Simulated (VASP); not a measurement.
# Au (Fm-3m) in VASP: notebook, part 2 of 2

VASP 6.6.1. Earlier steps stand in the parts before.

### Step 4. Single point, LDA

The input, INCAR:

```
SYSTEM = Au
PREC     = Accurate       ! precision mode
ENCUT    = 520            ! plane-wave cutoff, eV
EDIFF    = 1E-7           ! SCF threshold, eV
ISMEAR   = -1             ! smearing method
SIGMA    = 0.1            ! smearing width, eV
LREAL    = .FALSE.        ! projectors in reciprocal space
LASPH    = .TRUE.         ! aspherical terms in the spheres
NELM     = 80             ! most SCF steps
ALGO     = Normal         ! electronic algorithm
ISIF     = 2              ! what is computed and relaxed
LWAVE    = .FALSE.        ! write WAVECAR
LCHARG   = .TRUE.         ! write CHGCAR
LELF     = .TRUE.         ! ELF
LVHAR    = .TRUE.       
NBANDS   = 12             ! bands
```

The input, KPOINTS:

```
regular mesh
0
G
  19 19 19
  0 0 0
```

The input, POSCAR:

```
Au
1.0
    0.0000000000      2.0229622709      2.0229622709
    2.0229622709      0.0000000000      2.0229622709
    2.0229622709      2.0229622709      0.0000000000
Au
1
Direct
    0.0000000000      0.0000000000      0.0000000000
```

Potentials or basis: VASP PAW LDA potentials, release 64 (Au).

Started as:

```console
> cat potpaw_LDA.64/Au/POTCAR > POTCAR
> mpirun -np 1 vasp_std > vasp.out
```

OUTCAR:

```text
SYSTEM = Au
   PREC = Accurate
   ENCUT = 520
   EDIFF = 1E-7
   ISMEAR = -1
   LREAL = .FALSE.
   LASPH = .TRUE.
   NELM = 80
   ISIF = 2

 ion  position               nearest neighbor table
   1  0.000  0.000  0.000-

  LATTYP: Found a face centered cubic cell.
 ALAT       =     4.0459245418

  Lattice vectors:

 A1 = (   0.0000000000,   2.0229622709,   2.0229622709)
 A2 = (   2.0229622709,   0.0000000000,   2.0229622709)
 A3 = (   2.0229622709,   2.0229622709,   0.0000000000)

Analysis of symmetry for initial positions (statically):
=====================================================================
 Subroutine PRICEL returns:
 Original cell was already a primitive cell.

 Routine SETGRP: Setting up the symmetry group for a
 face centered cubic supercell.

 Subroutine GETGRP returns: Found 48 space group operations
 (whereof 48 operations were pure point group operations)
 out of a pool of 48 trial point group operations.

The static configuration has the point symmetry O_h .

Analysis of symmetry for dynamics (positions and initial velocities):
=====================================================================
 Subroutine PRICEL returns:
 Original cell was already a primitive cell.

 Routine SETGRP: Setting up the symmetry group for a
 face centered cubic supercell.

 Subroutine GETGRP returns: Found 48 space group operations
 (whereof 48 operations were pure point group operations)
 out of a pool of 48 trial point group operations.

The dynamic configuration has the point symmetry O_h .

 Subroutine INISYM returns: Found 48 space group operations
 (whereof 48 operations are pure point group operations),
 and found     1 'primitive' translations

----------------------------------------------------------------------------------------

                                     Primitive cell

  volume of cell :      16.5574

[... 106 lines left out ...]
     AMIX_MAG =   1.60;   BMIX_MAG =  1.00
  volume/ion in A,a.u.               =      16.56       111.74
  Fermi-wavevector in a.u.,A,eV,Ry     =   1.428481  2.699439 27.763495  2.040559
  Thomas-Fermi vector in A             =   2.548539
   LORBIT       =      0    0 simple, 1 ext, 2 COOP (PROOUT), +10 PAW based schemes
   GGA     = CA    functional components
   LHFCALC =     F    Hartree Fock is set to
   AEXX    =    0.0000 exact exchange contribution
   IVDW    =     0    specifies the selected vdW correction
   LEPSILON=     F    determine dielectric tensor
   LRPA    =     F    only Hartree local field effects (RPA)
 non-spin polarized calculation
  energy-cutoff  :      520.00
  volume of cell :       16.56
 maximum number of plane-waves:       459
 NGX is ok and might be reduce to    24
   NGX = 11   NGY = 11   NGZ = 11

 number of electron      10.9999999 magnetization

 Free energy of the ion-electron system (eV)
  ---------------------------------------------------
  ext. energy  EPLUGINS =         0.00000000
  ---------------------------------------------------
  free energy    TOTEN  =        -4.44939176 eV

  energy without entropy =       -4.44027904  energy(sigma->0) =       -4.44483540

 E-fermi :   9.8275     XC(G=0): -13.1511

 val. band max:        9.7474213002   @ k =   0.4737   0.1579   0.0000
 cond. band min:       9.9019870305   @ k =  -0.3684   0.1579   0.0000
 fundamental gap:      0.1545657303
 Fermi energy:         9.8275462257

 k-point     1 :       0.0000    0.0000    0.0000
  band No.  band energies     occupation
      1      -0.4428      2.00000
      2       4.9084      2.00000
      3       4.9084      2.00000
      4       4.9084      2.00000
      5       6.5264      2.00000
      6       6.5264      2.00000
      7      24.2232      0.00000
      8      28.3440      0.00000
      9      28.3440      0.00000
     10      28.3440      0.00000
     11      33.4679      0.00000
     12      38.3726      0.00000
[... 331 lines left out ...]
 k-point    24 :      -0.2632    0.0526    0.0000
  band No.  band energies     occupation
      1       1.7709      2.00000
      2       4.8312      2.00000
      3       5.1856      2.00000
      4       5.2167      2.00000
      5       6.6337      2.00000
      6       7.1517      2.00000
      7      19.9519      0.00000
      8      25.1550      0.00000
      9      28.2204      0.00000
     10      30.9594      0.00000
     11      31.2752      0.00000
     12      32.8366      0.00000

 [... further k-points ...]
[... 5 lines left out ...]
  --------------------------------------------------------------------------------------
  -------------------------------------------------------------------------------------
  Total        0.0682066      0.0682066      0.0682066      0.0000000      0.0000000      0.0000000
  in kB        6.5999928      6.5999928      6.5999928      0.0000000      0.0000000      0.0000000
  external PRESSURE =       6.5999928 kB  Pullay stress =       0.0000000 kB

 VOLUME and BASIS-vectors are now :
 -----------------------------------------------------------------------------
  energy-cutoff  :      520.00
  volume of cell :       16.56
      direct lattice vectors                 reciprocal lattice vectors
     0.000000000  2.022962271  2.022962271    -0.247162296  0.247162296  0.247162296
     2.022962271  0.000000000  2.022962271     0.247162296 -0.247162296  0.247162296
     2.022962271  2.022962271  0.000000000     0.247162296  0.247162296 -0.247162296

 POSITION                                       TOTAL-FORCE (eV/Angst)
 -----------------------------------------------------------------------------------
      0.00000      0.00000      0.00000         0.000000      0.000000      0.000000
 -----------------------------------------------------------------------------------
    total drift:                               -0.000000      0.000000     -0.000000

  FREE ENERGIE OF THE ION-ELECTRON SYSTEM (eV)
  ---------------------------------------------------
  free  energy   TOTEN  =        -4.4493917594 eV

  energy  without entropy=       -4.4402790426  energy(sigma->0) =       -4.44483540
```

stdout:

```text
POSCAR found type information on POSCAR Au
 POSCAR found :  1 types and       1 ions
 scaLAPACK will be used
 LDA part: xc-table for (Slater(with rela. corr.)+CA(PZ))
 , standard interpolation
 POSCAR, INCAR and KPOINTS ok, starting setup
 FFT: planning ... GRIDC
 FFT: planning ... GRID_SOFT
 FFT: planning ... GRID
 WAVECAR not read
 entering main loop
```

Run time: 32 s. Hardware: 1 thread of Intel Xeon Platinum 8259CL at 2.50GHz (Skylake/Cascade Lake), shared host; peak memory 0.16 GiB.

Results:

* Free energy: -4.4494 eV
* Pressure: 0.7 GPa

Levels at points of the mesh, in eV from the Fermi level:
```
           k point  band 2  band 3  band 4  band 5  band 6  band 7  band 8  band 9  band 10  band 11
(0.00, 0.00, 0.00)   -4.92   -4.92   -4.92   -3.30   -3.30   14.40   18.52   18.52    18.52    23.64
```

Caveat: spin-orbit coupling is left out, which moves the levels of the heavy elements.

### Step 5. Single point, LDA

The input, INCAR:

```
  PREC = Accurate
  ENCUT = 520
  EDIFF = 1E-6
  ISMEAR = -1
  SIGMA = 0.1
  LREAL = False
  LASPH = True
  NELM = 80
  ALGO = Normal
  ISIF = 2
  LWAVE = False
  LCHARG = False
  GGA = CA
  NBANDS = 12
```

The input, KPOINTS:

```
Automatic mesh
0
Gamma
  22 22 22
```

POSCAR is that of step 4.

Started as:

```console
> cat potpaw_LDA.64/Au/POTCAR > POTCAR
> mpirun -np 1 vasp_std > vasp.out
```

Wall time 44 s (1 thread of Intel Xeon Platinum 8259CL at 2.50GHz (Skylake/Cascade Lake), shared host); peak memory 0.18 GiB.

It converged, with:

```
Free energy : -4.4499 eV
Pressure    : 0.8 GPa
```

Levels at points of the mesh, in eV from the Fermi level:
```csv
k point,band 2,band 3,band 4,band 5,band 6,band 7,band 8,band 9,band 10,band 11
"(0.00, 0.00, 0.00)",-4.87,-4.87,-4.87,-3.25,-3.25,14.44,18.57,18.57,18.57,23.69
"(0.50, 0.00, 0.00)",-4.90,-4.90,-1.98,-1.98,-1.14,3.21,13.91,17.24,17.24,25.37
"(0.50, 0.50, 0.00)",-7.04,-2.02,-1.64,-1.64,0.88,5.98,10.00,10.00,17.57,20.27
```

Caveat: spin-orbit coupling is left out, which moves the levels of the heavy elements.

### Step 6. The runs side by side

| k mesh | smearing | gap on the mesh (eV) | pressure (GPa) |
| --- | --- | --- | --- |
| 13 × 13 × 13 | methfessel-paxton 0.01 eV | none | 0.3 |
| 13 × 13 × 13 | methfessel-paxton 0.03 eV | none | 0.4 |
| 19 × 19 × 19 | fermi-dirac 0.1 eV | none | 0.7 |
| 22 × 22 × 22 | fermi-dirac 0.1 eV | none | 0.8 |

Alike in all rows: task single point; level LDA; potentials or basis VASP PAW LDA potentials, release 64 (Au); no spin polarisation; cell as given; cutoff (eV) 520.

Every run on the cell as given and a fine mesh finds a metal.

Caveats: spin-orbit coupling is left out, which moves the levels of the heavy elements.

Absolute energies hang on the potentials; compare differences alone.
